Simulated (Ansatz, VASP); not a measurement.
SrTiO3: VASP beside Ansatz

```xyz
5
Lattice="4.0742 0.0000 0.0000 0.0000 4.0742 0.0000 0.0000 0.0000 3.6609" Properties=species:S:1:pos:R:3 pbc="T T T"
Sr    0.0111    0.0000    0.0000
Ti    2.0897    2.0371    1.8304
O    -0.0795    2.0371    1.8304
O     1.9677    0.0000    1.8304
O     1.9677    2.0371    0.0000
```

Change from the starting cell: mode 1 frozen in at -0.077 Å, strain +e along z and -e/2 along x and y -0.0700.

Alike in both runs: task single point; functional PBE; k mesh 8 × 8 × 8; occupations gaussian, width 0.05 eV; no spin polarisation.

|  | VASP | Ansatz |
| --- | --- | --- |
| version | VASP 6.6.1 | Ansatz 0.2.0 |
| potentials or method | VASP PAW PBE potentials, release 64 (Sr_sv, Ti_sv, O), cutoff 520 eV | scalar-relativistic, plane waves, PAW |
| valence electrons in the cell | 40 | 40 |

|  | VASP | Ansatz | Ansatz less VASP |
| --- | --- | --- | --- |
| gap on the k mesh at the Fermi level (eV) | 1.95 | 1.98 | +0.032 |
| least direct gap on the mesh (eV) | 2.42 | 2.44 | +0.018 |
| pressure (GPa) | 5.1 | 4.5 | -0.62 |
| traceless stress, the component that is largest in VASP (GPa) | 18.10 | 17.91 | -0.192 |
| rms of the force components (eV/Å) | 0.162 | 0.172 | +0.0097 |

Atom by atom the forces differ by 0.014 eV/Å (rms over components).
